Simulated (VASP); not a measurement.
Input of a VASP 6.6.1 run:

INCAR

```
PREC = Accurate ; ENCUT = 520
EDIFF = 1E-7 ; ISMEAR = 0
SIGMA = 0.1 ; LREAL = F
LASPH = T ; NELM = 60
ALGO = Normal ; ISIF = 2
LWAVE = F ; LCHARG = F
GGA = PE ; NBANDS = 29
```

Contents of KPOINTS:

```
regular mesh
0
Gamma
  4 4 6
```

Contents of POSCAR:

```
Sc2GeSe
1.0
    4.9523733214      0.0000000000      0.0000000000
    0.0000000000      4.9523733214      0.0000000000
    0.0000000000      0.0000000000      3.4407544071
Sc Ge Se
2 1 1
Direct
    0.5000000000      0.0000000000      0.6864487149
    0.0000000000      0.5000000000      0.6864487149
    0.5000000000      0.5000000000      0.2628952200
    0.0000000000      0.0000000000      0.9739604902
```

Potentials or basis: VASP PAW PBE potentials, release 64 (Sc_sv, Ge_d, Se).

Launch:

```console
$ cat potpaw_PBE.64/Sc_sv/POTCAR potpaw_PBE.64/Ge_d/POTCAR potpaw_PBE.64/Se/POTCAR > POTCAR
$ mpirun -np 1 vasp_std > vasp.out
```

Problem. Predict the band gap on the k mesh.

Solution. Zero (bands 21 and 22 overlap by 0.49 eV).

Problem. Estimate the largest force.

Solution. 0.016 eV/Å.

Problem. Predict the pressure.

Solution. 0.1 GPa.

Forces in eV/Å, atoms in the order of the input:
```
Sc   0.000  0.000 -0.008
Sc   0.000  0.000 -0.008
Ge   0.000  0.000  0.016
Se   0.000  0.000 -0.001
```
